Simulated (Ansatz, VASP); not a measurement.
KBeBr: VASP beside Ansatz

The input INCAR:

```
SYSTEM = KBeBr
PREC = Accurate
ENCUT = 520
EDIFF = 1E-7
ISMEAR = 0
SIGMA = 0.1
LREAL = .False.
LASPH = .True.
NELM = 80
ALGO = Normal
ISIF = 2
LWAVE = .False.
LCHARG = .False.
GGA = PE
NBANDS = 27
```

The input KPOINTS:

```
regular mesh
0
Gamma
  4 4 4
  0 0 0
```

Contents of POSCAR:

```
KBeBr
1.0
    4.7054698000      0.0000000000      0.0000000000
    0.0000000000      4.7054698000      0.0000000000
    0.0000000000      0.0000000000      6.6545392000
K Be Br
2 2 2
Direct
    0.5000000000      0.5000000000      0.5000000000
    0.0000000000      0.0000000000      0.5000000000
    0.0000000000      0.0000000000      0.0000000000
    0.5000000000      0.5000000000      0.0000000000
    0.5000000000      0.0000000000      0.7500000000
    0.0000000000      0.5000000000      0.2500000000
```

Input for Ansatz:

```yaml
crystal:
  lattice:
    - [4.7054698, 0.0, 0.0]
    - [0.0, 4.7054698, 0.0]
    - [0.0, 0.0, 6.6545392]
  atoms:
    - { symbol: K, position: [0.5, 0.5, 0.5] }
    - { symbol: K, position: [0.0, 0.0, 0.5] }
    - { symbol: Be, position: [0.0, 0.0, 0.0] }
    - { symbol: Be, position: [0.5, 0.5, 0.0] }
    - { symbol: Br, position: [0.5, 0.0, 0.75] }
    - { symbol: Br, position: [0.0, 0.5, 0.25] }
basis:
  ecutwfc: 420
kpoints:
  mp_grid: { grid: [4, 4, 4] }
hamiltonian:
  xc: pbe
scf:
  occupations: { method: gaussian, width: 0.1 }
  lower_state_search: "off"
output:
  forces: true
  stress: true
  eigenvalues: true
```

Alike in both runs: task single point; functional PBE; k mesh 4 × 4 × 4; occupations gaussian, width 0.1 eV; no spin polarisation.

|  | VASP | Ansatz |
| --- | --- | --- |
| version | VASP 6.6.1 | Ansatz 0.2.0 |
| potentials or method | VASP PAW PBE potentials, release 64 (K_sv, Be, Br), cutoff 520 eV | scalar-relativistic, plane waves, PAW |
| valence electrons in the cell | 36 | 36 |

```tsv
	VASP	Ansatz	Ansatz less VASP
gap on the k mesh at the Fermi level (eV)	none	none	-
pressure (GPa)	13.3	13.2	-0.14
traceless stress, the component that is largest in VASP (GPa)	-1.44	-1.45	-0.003
rms of the force components (eV/Å)	0.068	0.056	-0.0127
```

Atom by atom the forces differ by 0.013 eV/Å (rms over components). A gap of «none» marks a metal or a gap that the smearing closes. With one functional, cell and mesh, what is left measures potentials, basis and numerics.
